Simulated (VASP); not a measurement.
# BN (P6_3mc) in VASP: settings compared

BN is run at these levels: PBEsol, PBE; tasks: dielectric tensor, single point.

Everything below comes from runs of VASP 6.6.1. Logs are shortened: lines on timing, memory, paths and dates and some standing lists are left out, and cuts for length are marked.

## Step 1: The cell of the first run

The structure is hexagonal, space group P6_3mc (No. 186). The conventional cell has a = 2.554 Å, b = 2.554 Å, c = 4.227 Å, α = 90.00°, β = 90.00°, γ = 120.00°. Within 2.1 Å of N (site symmetry 3m) lie 4 B at 1.57 to 1.58 Å. B (site symmetry 3m) has 4 N at 1.57 to 1.58 Å within 2.1 Å.

## Step 2: Dielectric tensor, PBEsol

INCAR reads:

```
SYSTEM = BN
PREC = Accurate
ENCUT = 520
EDIFF = 1E-8
ISMEAR = 0
SIGMA = 0.01
LREAL = .FALSE.
LASPH = .TRUE.
NELM = 80
ALGO = Normal
ISIF = 2
LWAVE = .FALSE.
LCHARG = .FALSE.
GGA = PS
LEPSILON = .TRUE.
```

KPOINTS reads:

```
regular mesh
0
G
  12 12 6
  0 0 0
```

POSCAR reads:

```
BN
1.0
    2.5539396017      0.0000000000      0.0000000000
   -1.2769698009      2.2117765748      0.0000000000
    0.0000000000      0.0000000000      4.2268550000
N B
2 2
Direct
    0.3333333333      0.6666666667      0.1252760000
    0.6666666667      0.3333333333      0.6252760000
    0.3333333333      0.6666666667      0.4997240000
    0.6666666667      0.3333333333      0.9997240000
```

Potentials or basis: VASP PAW PBE potentials, release 64 (N, B).

Started as:

```bash
$ cat potpaw_PBE.64/N/POTCAR potpaw_PBE.64/B/POTCAR > POTCAR
$ mpirun -np 1 vasp_std > vasp.out
```

OUTCAR:

```text
SYSTEM = BN
   PREC = Accurate
   ENCUT = 520
   EDIFF = 1E-8
   ISMEAR = 0
   LREAL = .FALSE.
   LASPH = .TRUE.
   NELM = 80
   ISIF = 2
   GGA = PS
   LEPSILON = .TRUE.

 ion  position               nearest neighbor table
   1  0.333  0.667  0.125-   4 1.57   4 1.57   4 1.57   3 1.58
   2  0.667  0.333  0.625-   3 1.57   3 1.57   3 1.57   4 1.58
   3  0.333  0.667  0.500-   2 1.57   2 1.57   2 1.57   1 1.58
   4  0.667  0.333  1.000-   1 1.57   1 1.57   1 1.57   2 1.58

  LATTYP: Found a hexagonal cell.
 ALAT       =     2.5539396017
 C/A-ratio  =     1.6550332659

  Lattice vectors:

 A1 = (   2.5539396017,   0.0000000000,   0.0000000000)
 A2 = (  -1.2769698009,   2.2117765748,   0.0000000000)
 A3 = (   0.0000000000,   0.0000000000,   4.2268550000)

Analysis of symmetry for initial positions (statically):
=====================================================================
 Subroutine PRICEL returns:
 Original cell was already a primitive cell.

 Routine SETGRP: Setting up the symmetry group for a
 hexagonal supercell.

 Subroutine GETGRP returns: Found 12 space group operations
 (whereof  6 operations were pure point group operations)
 out of a pool of 24 trial point group operations.

The static configuration has the point symmetry C_3v.
 The point group associated with its full space group is C_6v.

Analysis of symmetry for dynamics (positions and initial velocities):
=====================================================================
 Subroutine PRICEL returns:
 Original cell was already a primitive cell.

 Routine SETGRP: Setting up the symmetry group for a
 hexagonal supercell.

 Subroutine GETGRP returns: Found 12 space group operations
 (whereof  6 operations were pure point group operations)
 out of a pool of 24 trial point group operations.

The dynamic configuration has the point symmetry C_3v.
 The point group associated with its full space group is C_6v.

 Subroutine INISYM returns: Found 12 space group operations
 (whereof  6 operations are pure point group operations),
 and found     1 'primitive' translations
[... 530 lines left out ...]
     -0.00000      1.47452      0.52952        -0.000000      0.000000     -0.010116
      1.27697      0.73726      2.64295         0.000000     -0.000000     -0.010116
     -0.00000      1.47452      2.11226         0.000000     -0.000000      0.010116
      1.27697      0.73726      4.22569        -0.000000      0.000000      0.010116
 -----------------------------------------------------------------------------------
    total drift:                               -0.000000      0.000000      0.000042

  FREE ENERGIE OF THE ION-ELECTRON SYSTEM (eV)
  ---------------------------------------------------
  free  energy   TOTEN  =       -36.6207873831 eV

  energy  without entropy=      -36.6207873831  energy(sigma->0) =      -36.62078738

 HEAD OF MICROSCOPIC STATIC DIELECTRIC TENSOR (INDEPENDENT PARTICLE, excluding Hartree and local field effects)
 ------------------------------------------------------
           4.736132    -0.000000     0.000000
          -0.000000     4.736132     0.000000
           0.000000     0.000000     4.899082
 ------------------------------------------------------

 Free energy of the ion-electron system (eV)
  ---------------------------------------------------
  ---------------------------------------------------
  free energy    TOTEN  =        -0.25465313 eV

  energy without entropy =       -0.25465313

------------------------ aborting loop because EDIFF is reached ----------------------------------------

--------------------------------------- Ionic step        2  -------------------------------------------

------------------------ aborting loop because EDIFF is reached ----------------------------------------

--------------------------------------- Ionic step        3  -------------------------------------------

 Free energy of the ion-electron system (eV)
  ---------------------------------------------------
  ---------------------------------------------------
  free energy    TOTEN  =        -0.26631987 eV

  energy without entropy =       -0.26631987

------------------------ aborting loop because EDIFF is reached ----------------------------------------

 PIEZOELECTRIC TENSOR FIELD DIRECTION 3  (e Angst)
 -----------------------------------------------------------------------------
    -0.76197  0.00000  0.00000           ( -0.00639  0.00000  0.00000)
     0.00000 -0.76197  0.00000           (  0.00000 -0.00639  0.00000)
     0.00000  0.00000  1.57650           (  0.00000  0.00000  0.00904)

 PIEZOELECTRIC TENSOR FIELD DIRECTION 3  (C/m^2)
 -----------------------------------------------------------------------------
    -0.51130  0.00000  0.00000
     0.00000 -0.51130  0.00000
     0.00000  0.00000  1.05788

 MACROSCOPIC STATIC DIELECTRIC TENSOR (including local field effects in DFT)
 ------------------------------------------------------
           4.602691    -0.000000    -0.000000
          -0.000000     4.602691     0.000000
           0.000000     0.000000     4.769066
 ------------------------------------------------------

 PIEZOELECTRIC TENSOR (including local field effects)  for field in x, y, z        (e  Angst)
          XX          YY          ZZ          XY          YZ          ZX
  --------------------------------------------------------------------------------
  x     0.00000     0.00000     0.00000    -0.00000     0.00000    -0.91545
  y     0.00000     0.00000     0.00000     0.00000    -0.91545     0.00000
  z    -0.76197    -0.76197     1.57650     0.00000     0.00000     0.00000

 PIEZOELECTRIC TENSOR (including local field effects)  for field in x, y, z        (C/m^2)
          XX          YY          ZZ          XY          YZ          ZX
  --------------------------------------------------------------------------------
  x     0.00000     0.00000     0.00000    -0.00000     0.00000    -0.61429
  y     0.00000     0.00000     0.00000     0.00000    -0.61429     0.00000
  z    -0.51130    -0.51130     1.05788     0.00000     0.00000     0.00000

 BORN EFFECTIVE CHARGES (including local field effects) (in |e|, cummulative output)
 ---------------------------------------------------------------------------------
 ion    1
    1    -1.84159     0.00000     0.00000
    2     0.00000    -1.84159     0.00000
    3     0.00000     0.00000    -1.94052
 ion    2
    1    -1.84159     0.00000    -0.00000
    2     0.00000    -1.84159     0.00000
    3     0.00000    -0.00000    -1.94052
 ion    3
    1     1.84159    -0.00000     0.00000
    2    -0.00000     1.84159     0.00000
    3    -0.00000     0.00000     1.94052
 ion    4
    1     1.84159    -0.00000     0.00000
    2    -0.00000     1.84159     0.00000
    3     0.00000    -0.00000     1.94052
```

OSZICAR:

```text
N       E                     dE             d eps       ncg     rms          rms(c)
DAV:   1     0.482303188169E+02    0.48230E+02   -0.87996E+03  1824   0.130E+03
DAV:   2    -0.359125103419E+02   -0.84143E+02   -0.78272E+02  2632   0.270E+02
DAV:   3    -0.384756872877E+02   -0.25632E+01   -0.25499E+01  2416   0.467E+01
[... 12 lines left out ...]
RMM:   5    -0.266254551877E+00   -0.11387E-02   -0.84073E-05  3245   0.811E-02    0.531E-03
RMM:   6    -0.266293160321E+00   -0.38608E-04   -0.11758E-06  3356   0.895E-03    0.244E-03
RMM:   7    -0.266309642749E+00   -0.16482E-04   -0.50188E-08  3353   0.263E-03    0.440E-04
RMM:   8    -0.266319864877E+00   -0.10222E-04   -0.12040E-08  3375   0.703E-04    0.624E-05
RMM:   9    -0.266319666506E+00    0.19837E-06   -0.15508E-08  2867   0.183E-04    0.258E-05
RMM:  10    -0.266319865777E+00   -0.19927E-06   -0.18152E-08  1676   0.882E-05    0.597E-06
```

stdout:

```text
POSCAR found type information on POSCAR N B
 POSCAR found :  2 types and       4 ions
 scaLAPACK will be used
 -----------------------------------------------------------------------------
|                                                                             |
|                                                                             |
|     You enforced a specific xc type in the INCAR file but a different       |
[... 28 lines left out ...]
  Direction:   1
 dielectric tensor                  component  1 :     4.603    -0.181     0.000
 Linear response to external field, progress :
  Direction:   2
 dielectric tensor                  component  2 :    -0.419     4.603     0.000
 Linear response to external field, progress :
  Direction:   3
 dielectric tensor                  component  3 :    -0.358    -0.194     4.769
 Born effective charges drift removed
```

Wall time 5.7 min (1 thread of Intel Xeon 8259CL, shared host); peak memory 0.28 GiB.

Results:

```yaml
Band_gap_on_the_k_mesh: 4.97 eV (least direct gap 8.15 eV)
Electronic_dielectric_tensor_diagonal: 4.60, 4.60, 4.77
Born_charges_mean_of_the_diagonal: N -1.87; B +1.87 e
```

Electronic dielectric tensor:
```
4.60 0.00 0.00
0.00 4.60 0.00
0.00 0.00 4.77
```

Born effective charge tensors (e):
atom 1, N
```
-1.84  0.00  0.00
 0.00 -1.84  0.00
 0.00  0.00 -1.94
```
atom 2, N
```
-1.84  0.00  0.00
 0.00 -1.84  0.00
 0.00  0.00 -1.94
```
atom 3, B
```
1.84 0.00 0.00
0.00 1.84 0.00
0.00 0.00 1.94
```
atom 4, B
```
1.84 0.00 0.00
0.00 1.84 0.00
0.00 0.00 1.94
```

Caveat: the PAW data sets were made with another functional, which shifts forces and pressure a little.

## Step 3: Single point, PBE

POSCAR is that of step 2.

INCAR.step1 reads:

```
SYSTEM = BN
GGA      = PE             ! functional
ISMEAR   = 0              ! smearing method
SIGMA    = 0.03           ! smearing width, eV
LWAVE    = .FALSE.        ! write WAVECAR
LCHARG   = .TRUE.         ! write CHGCAR
NBANDS   = 28             ! bands
PREC     = Accurate       ! precision mode
LASPH    = .TRUE.         ! aspherical terms in the spheres
LREAL    = .FALSE.        ! projectors in reciprocal space
ALGO     = Normal         ! electronic algorithm
EDIFF    = 1E-6           ! SCF threshold, eV
NELM     = 120            ! most SCF steps
GGA_COMPAT= .FALSE.      
ENCUT    = 460            ! plane-wave cutoff, eV
EFERMI   = MIDGAP       
KPAR     = 2
```

KPOINTS.step1 reads:

```
k-points
0
Gamma
  10 10 5
```

INCAR.step2 reads:

```
SYSTEM = BN
GGA      = PE             ! functional
ISMEAR   = -5             ! smearing method
LWAVE    = .FALSE.        ! write WAVECAR
LCHARG   = .FALSE.        ! write CHGCAR
NBANDS   = 28             ! bands
PREC     = Accurate       ! precision mode
LASPH    = .TRUE.         ! aspherical terms in the spheres
LREAL    = .FALSE.        ! projectors in reciprocal space
ALGO     = Normal         ! electronic algorithm
EDIFF    = 1E-6           ! SCF threshold, eV
NELM     = 120            ! most SCF steps
GGA_COMPAT= .FALSE.      
ENCUT    = 460            ! plane-wave cutoff, eV
EFERMI   = MIDGAP       
NEDOS    = 2001           ! points of the DOS
LORBIT   = 11             ! projections on sites
EMIN     = -6.8721      
EMAX     = 18.1279      
ICHARG   = 11             ! starting density
KPAR     = 2
```

KPOINTS.step2 reads:

```
Automatic mesh
0
Gamma
  16 16 9
  0 0 0
```

Potentials or basis: VASP PAW PBE potentials, release 64 (N, B).

Started as:

```bash
$ cat potpaw_PBE.64/N/POTCAR potpaw_PBE.64/B/POTCAR > POTCAR
$ cp INCAR.step1 INCAR
$ cp KPOINTS.step1 KPOINTS
$ mpirun -np 2 vasp_std > vasp.out
$ cp INCAR.step2 INCAR
$ cp KPOINTS.step2 KPOINTS
$ mpirun -np 2 vasp_std > vasp.out
```

Run time: 12 s. Hardware: 2 MPI ranks of Intel Xeon 6975P-C (Granite Rapids), shared host; peak memory 0.16 GiB.

The run converged. Its results:

* Band gap on the k mesh: 5.27 eV (least direct gap 8.23 eV)
* Valence electrons inside the program's atomic spheres: N 3.96; B 2.02

Levels at points of the mesh, in eV from the valence-band top:
```tsv
k point	band 6	band 7	band 8	band 9	band 10	band 11
(0.00, 0.00, 0.00)	-0.28	0.00	0.00	8.33	8.33	8.53
(0.50, 0.00, 0.00)	-4.93	-4.37	-2.09	6.68	7.93	10.55
```

Caveat: the cutoff is under 1.25 times the usual one of these potentials, so pressure, stress and relaxed cells hold a basis-set (Pulay) error; an odd mesh through Γ misses points on the zone boundary, where band edges can lie.

## Step 4: Single point, PBE

POSCAR is that of step 3.

INCAR.step1, as its differences from that of step 3:

```diff
@@ -14,3 +14,3 @@
 GGA_COMPAT= .FALSE.      
-ENCUT    = 460            ! plane-wave cutoff, eV
+ENCUT    = 640            ! plane-wave cutoff, eV
 EFERMI   = MIDGAP
```

KPOINTS.step1 is that of step 3.

INCAR.step2, as its differences from that of step 3:

```diff
@@ -13,8 +13,8 @@
 GGA_COMPAT= .FALSE.      
-ENCUT    = 460            ! plane-wave cutoff, eV
+ENCUT    = 640            ! plane-wave cutoff, eV
 EFERMI   = MIDGAP       
-NEDOS    = 2001           ! points of the DOS
+NEDOS    = 4001           ! points of the DOS
 LORBIT   = 11             ! projections on sites
-EMIN     = -6.8721      
-EMAX     = 18.1279      
+EMIN     = -6.8739      
+EMAX     = 18.1261      
 ICHARG   = 11             ! starting density
```

KPOINTS.step2 reads:

```
Automatic mesh
0
Gamma
  36 36 19
  0 0 0
```

Potentials or basis: VASP PAW PBE potentials, release 64 (N, B).

Started as:

```bash
$ cat potpaw_PBE.64/N/POTCAR potpaw_PBE.64/B/POTCAR > POTCAR
$ cp INCAR.step1 INCAR
$ cp KPOINTS.step1 KPOINTS
$ mpirun -np 2 vasp_std > vasp.out
$ cp INCAR.step2 INCAR
$ cp KPOINTS.step2 KPOINTS
$ mpirun -np 2 vasp_std > vasp.out
```

OUTCAR:

```text
SYSTEM = BN
   GGA = PE
   ISMEAR = -5
   PREC = Accurate
   LASPH = .TRUE.
   LREAL = .FALSE.
   EDIFF = 1E-6
   NELM = 120
   ENCUT = 640
   EFERMI = MIDGAP
   LORBIT = 11
   EMIN = -6.8739
   ICHARG = 11

 ion  position               nearest neighbor table
   1  0.333  0.667  0.125-   4 1.57   4 1.57   4 1.57   3 1.58
   2  0.667  0.333  0.625-   3 1.57   3 1.57   3 1.57   4 1.58
   3  0.333  0.667  0.500-   2 1.57   2 1.57   2 1.57   1 1.58
   4  0.667  0.333  1.000-   1 1.57   1 1.57   1 1.57   2 1.58

  LATTYP: Found a hexagonal cell.
 ALAT       =     2.5539396017
[... 766 lines left out ...]
  in kB        1.1601638      1.1601638     -6.4475853     -0.0000000      0.0000000      0.0000000
  external PRESSURE =      -1.3757526 kB  Pullay stress =       0.0000000 kB

 VOLUME and BASIS-vectors are now :
 -----------------------------------------------------------------------------
  energy-cutoff  :      640.00
  volume of cell :       23.88
      direct lattice vectors                 reciprocal lattice vectors
     2.553939602  0.000000000  0.000000000     0.391551938  0.226062617  0.000000000
    -1.276969801  2.211776575  0.000000000     0.000000000  0.452125233  0.000000000
     0.000000000  0.000000000  4.226855000     0.000000000  0.000000000  0.236582518

 POSITION                                       TOTAL-FORCE (eV/Angst)
 -----------------------------------------------------------------------------------
     -0.00000      1.47452      0.52952         0.000000     -0.000000     -0.014397
      1.27697      0.73726      2.64295        -0.000000      0.000000     -0.014397
     -0.00000      1.47452      2.11226         0.000000      0.000000      0.014397
      1.27697      0.73726      4.22569        -0.000000      0.000000      0.014397
 -----------------------------------------------------------------------------------
    total drift:                               -0.000000      0.000000      0.000106

  FREE ENERGIE OF THE ION-ELECTRON SYSTEM (eV)
  ---------------------------------------------------
  free  energy   TOTEN  =       -34.8435248721 eV

  energy  without entropy=      -34.8435248721  energy(sigma->0) =      -34.84352487

 total charge

# of ion       s       p       d       tot
------------------------------------------
    1        1.211   2.738   0.000   3.948
    2        1.211   2.738   0.000   3.948
    3        0.674   1.344   0.000   2.018
    4        0.674   1.344   0.000   2.018
--------------------------------------------------
tot          3.768   8.165   0.000  11.933
```

Run time: 87 s. Hardware: 2 MPI ranks of Intel Xeon 6975P-C (Granite Rapids), shared host; peak memory 0.9 GiB.

The run converged, but its numbers aren't listed here, since they failed a check.

Caveat: an odd mesh through Γ misses points on the zone boundary, where band edges can lie.
